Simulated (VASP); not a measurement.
Wanted: the native input for a VASP 6.6.1 run.

| Item | Value |
| --- | --- |
| Task | single point |
| Functional | PBEsol |
| Potentials or basis | VASP PAW PBE potentials, release 64 (Al, P) |
| Cutoff | 500 eV |
| k mesh | 5 × 5 × 5 |
| Occupations | methfessel-paxton, width 0.2 eV |
| Spin | no spin polarisation |
| Dipole correction | no |
| Further INCAR settings | ALGO = Normal; EDIFF = 1e-06; NBANDS = 11 |

The structure of AlP lies in POSCAR:

```
AlP
1.0
    0.0000000000      2.7255000000      2.7255000000
    2.7255000000      0.0000000000      2.7255000000
    2.7255000000      2.7255000000      0.0000000000
Al P
1 1
Direct
    0.0000000000      0.0000000000      0.0000000000
    0.2500000000      0.2500000000      0.2500000000
```

These files were run (other wordings do the same):

INCAR

```
PREC = Accurate
ENCUT = 500
EDIFF = 1E-6
ISMEAR = 1
SIGMA = 0.2
LREAL = F
LASPH = T
NELM = 120
ALGO = Normal
ISIF = 2
LWAVE = F
LCHARG = T
GGA = PS
LELF = T
LVHAR = T
NBANDS = 11
GGA_COMPAT = F
```

KPOINTS

```
regular mesh
0
Gamma
  5 5 5
```

Potentials or basis: VASP PAW PBE potentials, release 64 (Al, P).

Command:

```sh
$ cat potpaw_PBE.64/Al/POTCAR potpaw_PBE.64/P/POTCAR > POTCAR
$ mpirun -np 1 vasp_std > vasp.out
```

Results of the run:

| Item | Value |
| --- | --- |
| Pressure | 1.1 GPa |
| Band gap on the k mesh | 1.68 eV, indirect (least direct gap 3.24 eV) |

Caveat: the PAW data sets were made with another functional, which shifts forces and pressure a little.

Wall time 3.5 s on 1 thread of AMD EPYC 9R45 96-Core Processor (Zen 5) (shared host), peak memory 0.11 GiB.
